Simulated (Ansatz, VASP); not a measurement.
# RbBr in VASP and in Ansatz

File INCAR:

```
PREC = Accurate ; ENCUT = 520
EDIFF = 1E-6 ; ISMEAR = 0
SIGMA = 0.05 ; LREAL = F
LASPH = T ; NELM = 100
ALGO = Normal ; ISIF = 2
LWAVE = F ; LCHARG = F
GGA = CA ; NBANDS = 15
```

File KPOINTS:

```
regular mesh
0
Gamma
  6 6 6
```

The input POSCAR:

```
RbBr
1.0
    0.0000000000      3.7017000000      3.4275000000
    3.7017000000      0.0000000000      3.4275000000
    3.7017000000      3.7017000000      0.0000000000
Rb Br
1 1
Direct
    0.0000000000      0.0000000000      0.0000000000
    0.5000000000      0.5000000000      0.5000000000
```

Input for Ansatz:

```yaml
crystal:
  lattice:
    - [0.0, 3.7017, 3.4275]
    - [3.7017, 0.0, 3.4275]
    - [3.7017, 3.7017, 0.0]
  atoms:
    - { symbol: Rb, position: [0.0, 0.0, 0.0] }
    - { symbol: Br, position: [0.5, 0.5, 0.5] }
basis:
  ecutwfc: 420
kpoints:
  mp_grid: { grid: [6, 6, 6] }
hamiltonian:
  xc: lda
scf:
  occupations: { method: gaussian, width: 0.05 }
output:
  forces: true
  stress: true
  eigenvalues: true
```

Change from the starting cell: strain +0.080 along x and y, +0.000 along z, atoms carried along.

Alike in both runs: task single point; functional LDA; k mesh 6 × 6 × 6; occupations gaussian, width 0.05 eV; no spin polarisation.

|  | VASP | Ansatz |
| --- | --- | --- |
| version | VASP 6.6.1 | Ansatz 0.2.0 |
| potentials or method | VASP PAW LDA potentials, release 64 (Rb_sv, Br), cutoff 520 eV | scalar-relativistic, plane waves, PAW |
| valence electrons in the cell | 16 | 16 |

|  | VASP | Ansatz | Ansatz less VASP |
| --- | --- | --- | --- |
| gap on the k mesh at the Fermi level (eV) | 3.60 | 3.59 | -0.009 |
| least direct gap on the mesh (eV) | 3.60 | 3.59 | -0.009 |
| pressure (GPa) | -2.2 | -2.2 | -0.02 |
| traceless stress, the component that is largest in VASP (GPa) | 0.55 | 0.54 | -0.017 |

LDA's correlation is that of Perdew and Zunger in VASP and of Perdew and Wang (1992) in Ansatz.
